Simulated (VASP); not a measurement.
Set up this calculation in VASP 6.6.1, as the native input.

```yaml
Task: single point
Functional: PBE
Potentials_or_basis: VASP PAW PBE potentials, release 64 (Mo_sv)
Cutoff: 520 eV
k_mesh: 20 × 20 × 20
Occupations: gaussian, width 0.15 eV
Spin: no spin polarisation
Dipole_correction: no
Further_INCAR_settings: ALGO = Fast; EDIFF = 1e-06; NBANDS = 13
```

The structure of Mo lies in POSCAR:

```
Mo
1.0
   -1.5881351067      1.7461585004      1.4064082039
    1.5881351067     -1.7461585004      1.4064082039
    1.5881351067      1.7461585004     -1.4064082039
Mo
1
Direct
    0.0000000000      0.0000000000      0.0000000000
```

This cell differs from its parent crystal: strain +e along x and -e along y -0.0500, strain +e along z and -e/2 along x and y -0.1100.

These files were run (other wordings do the same):

INCAR

```
SYSTEM = Mo
PREC = Accurate ; ENCUT = 520
EDIFF = 1E-6 ; ISMEAR = 0
SIGMA = 0.15 ; LREAL = .FALSE.
LASPH = .TRUE. ; NELM = 80
ALGO = Fast ; ISIF = 2
LWAVE = .FALSE. ; LCHARG = .FALSE.
GGA = PE ; NBANDS = 13
```

KPOINTS

```
Automatic mesh
0
G
  20 20 20
  0 0 0
```

Potentials or basis: VASP PAW PBE potentials, release 64 (Mo_sv).

The run is started by

```sh
$ cat potpaw_PBE.64/Mo_sv/POTCAR > POTCAR
$ mpirun -np 1 vasp_std > vasp.out
```

Results of the run:

```yaml
Pressure: 7.3 GPa
Band_gap_on_the_k_mesh: zero (band 7 reaches 16.42 eV, above the bottom of band 8 at 11.27 eV)
```

Caveat: the cell differs from its parent crystal (strain +e along x and -e along y -0.0500, strain +e along z and -e/2 along x and y -0.1100).

Wall time 3.4 min on 1 thread of Intel(R) Xeon(R) Platinum 8259CL CPU @ 2.50GHz (Skylake/Cascade Lake) (shared host), peak memory 0.31 GiB.
